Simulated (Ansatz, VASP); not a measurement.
SiNi in VASP and in Ansatz

File INCAR:

```
SYSTEM = SiNi
ALGO     = Normal         ! electronic algorithm
EDIFF    = 1E-7           ! SCF threshold, eV
ENCUT    = 520            ! plane-wave cutoff, eV
GGA      = PS             ! functional
ISIF     = 2              ! what is computed and relaxed
ISMEAR   = -1             ! smearing method
LASPH    = .True.         ! aspherical terms in the spheres
LCHARG   = .True.         ! write CHGCAR
LELF     = .True.         ! ELF
LREAL    = .False.        ! projectors in reciprocal space
LVHAR    = .True.       
LWAVE    = .False.        ! write WAVECAR
NBANDS   = 14             ! bands
NELM     = 100            ! most SCF steps
PREC     = Accurate       ! precision mode
SIGMA    = 0.08           ! smearing width, eV
```

Contents of KPOINTS:

```
k-points
0
Gamma
  14 14 14
  0 0 0
```

The input POSCAR:

```
SiNi
1.0
    0.0000000000      2.2441805403      2.2441805403
    2.2441805403      0.0000000000      2.2441805403
    2.2441805403      2.2441805403      0.0000000000
Ni Si
1 1
Direct
    0.0000000000      0.0000000000      0.0000000000
    0.5000000000      0.5000000000      0.5000000000
```

Input for Ansatz:

```yaml
crystal:
  lattice:
    - [0.0, 2.2441805403, 2.2441805403]
    - [2.2441805403, 0.0, 2.2441805403]
    - [2.2441805403, 2.2441805403, 0.0]
  atoms:
    - { symbol: Ni, position: [0.0, 0.0, 0.0] }
    - { symbol: Si, position: [0.5, 0.5, 0.5] }
kpoints:
  mp_grid: { grid: [14, 14, 14] }
scf:
  occupations: { method: fermi_dirac, width: 0.08 }
hamiltonian:
  xc: pbesol
  pseudopotentials: { kind: paw }
output:
  forces: true
  stress: true
  eigenvalues: true
  populations: true
```

Change from the starting cell: volume scaled by 0.88, PAW files.

Alike in both runs: task single point; functional PBEsol; k mesh 14 × 14 × 14; occupations fermi-dirac, width 0.08 eV; no spin polarisation.

|  | VASP | Ansatz |
| --- | --- | --- |
| version | VASP 6.6.1 | Ansatz 0.2.0 |
| potentials or method | VASP PAW PBE potentials, release 64 (Ni, Si) | PAW with Ansatz's default frozen-core files, scalar-relativistic |
| plane-wave cutoff (eV) | 520 | 420 |
| valence electrons in the cell | 14 | 22 |

Ansatz gave:

| Quantity | Value |
| --- | --- |
| pressure (GPa) | 26.6 |

**Question.** Which values does VASP return?

**Answer.** Pressure (GPa): 26.8.

VASP's potentials were made for PBE, not for PBEsol. VASP's potentials hold 14 valence electrons a cell and Ansatz's 22, so a difference there can come from the potentials and not from the codes.
